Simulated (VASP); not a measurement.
# Al5Cl2: relaxation of cell and atoms with PBE

Al5Cl2:

```
Al Cl
1.0
     5.06485    0.00000    0.00000
     0.00000    5.06485    0.00000
     0.00000    0.00000    5.41246
Al Cl
5 2
Direct
  0.00000 0.50000 0.77242
  0.50000 0.00000 0.77242
  0.00000 0.50000 0.22758
  0.50000 0.00000 0.22758
  0.00000 0.00000 0.50000
  0.50000 0.50000 0.50000
  0.50000 0.50000 0.00000
```

The cell was generated, and may not be a known phase.

| Property | Result |
| --- | --- |
| Program | VASP 6.6.1 |
| Task | relaxation of cell and atoms |
| Functional | PBE |
| Potentials or basis | VASP PAW PBE potentials, release 64 (Al, Cl) |
| Cutoff | 600 eV |
| k mesh | 4 × 4 × 4 |
| Occupations | gaussian, width 0.1 eV |
| Spin | no spin polarisation |
| Dipole correction | no |
| Further INCAR settings | ALGO = Normal; EDIFF = 1e-06; IBRION = 2; EDIFFG = -0.04; NSW = 90; ISIF = 3 |

```json
{
  "Relaxed volume": "21.29 Å³/atom",
  "Relaxed cell": "a = 5.033 Å, b = 5.033 Å, c = 5.885 Å, α = 90.00°, β = 90.00°, γ = 90.00°",
  "Space group after relaxing (to 0.1 Å)": "P4/mmm (No. 123)",
  "Energy gained by relaxing": "116.8 meV/atom",
  "Ionic steps": "7",
  "Pressure after relaxing": "0.0 GPa",
  "Largest force after relaxing": "0.008 eV/Å",
  "Band gap on the k mesh": "zero (an odd number of electrons rules out a gap without spin polarisation)"
}
```

Forces in eV/Å, atoms in the order of the input:
```
Al   0.000  0.000  0.008
Al   0.000  0.000  0.008
Al   0.000  0.000 -0.008
Al   0.000  0.000 -0.008
Al   0.000  0.000  0.000
Cl   0.000  0.000  0.000
Cl   0.000  0.000  0.000
```

Stress tensor (GPa, compression positive):
```
-0.06  0.00  0.00
 0.00 -0.06  0.00
 0.00  0.00  0.15
```

The path:
```
step  energy change (eV)  largest force (eV/Å)  pressure (GPa)  volume (Å³)
   1              0.0000                1.7248            5.37       138.84
   2             -0.7518                0.4258           -1.03       152.24
   3             -0.7519                0.4205           -1.08       152.39
   4             -0.7968                0.2650           -0.33       149.64
   5             -0.8112                0.0899            0.50       147.08
   6             -0.8163                0.0313            0.21       148.23
   7             -0.8173                0.0078            0.01       149.06
```

Final structure:
```cif
data_structure
_symmetry_space_group_name_H-M 'P 1'
_symmetry_Int_Tables_number 1
_cell_length_a 5.0330
_cell_length_b 5.0330
_cell_length_c 5.8846
_cell_angle_alpha 90.000
_cell_angle_beta 90.000
_cell_angle_gamma 90.000
_cell_volume 149.06
loop_
_atom_site_label
_atom_site_type_symbol
_atom_site_fract_x
_atom_site_fract_y
_atom_site_fract_z
_atom_site_occupancy
Al1 Al 0.00000 0.50000 0.74643 1
Al2 Al 0.50000 0.00000 0.74643 1
Al3 Al 0.00000 0.50000 0.25357 1
Al4 Al 0.50000 0.00000 0.25357 1
Al5 Al 0.00000 0.00000 0.50000 1
Cl1 Cl 0.50000 0.50000 0.50000 1
Cl2 Cl 0.50000 0.50000 0.00000 1
```

Levels at points of the mesh, in eV from the Fermi level:
| k point | band 11 | band 12 | band 13 | band 14 | band 15 | band 16 | band 17 | band 18 |
| --- | --- | --- | --- | --- | --- | --- | --- | --- |
| (0.00, 0.00, 0.00) | -2.66 | -2.33 | -0.87 | -0.87 | -0.76 | 0.15 | 0.41 | 0.41 |
| (0.50, 0.00, 0.00) | -2.35 | -1.95 | -1.53 | -0.96 | -0.94 | 0.36 | 1.48 | 1.57 |
| (0.50, 0.50, 0.00) | -2.33 | -2.08 | -2.08 | -1.67 | 0.38 | 0.62 | 0.62 | 0.62 |
| (0.00, 0.00, 0.50) | -3.79 | -3.12 | -0.71 | -0.71 | 0.89 | 0.89 | 1.08 | 1.17 |
| (0.50, 0.00, 0.50) | -3.52 | -2.56 | -1.64 | -0.53 | 0.45 | 0.62 | 1.85 | 2.69 |
| (0.50, 0.50, 0.50) | -1.95 | -1.95 | -1.58 | -1.58 | 1.60 | 2.26 | 2.75 | 2.75 |

Run time: 81 s on 1 thread of AMD EPYC 9R45 96-Core Processor (Zen 5), with other jobs on the host, peak memory 0.25 GiB.
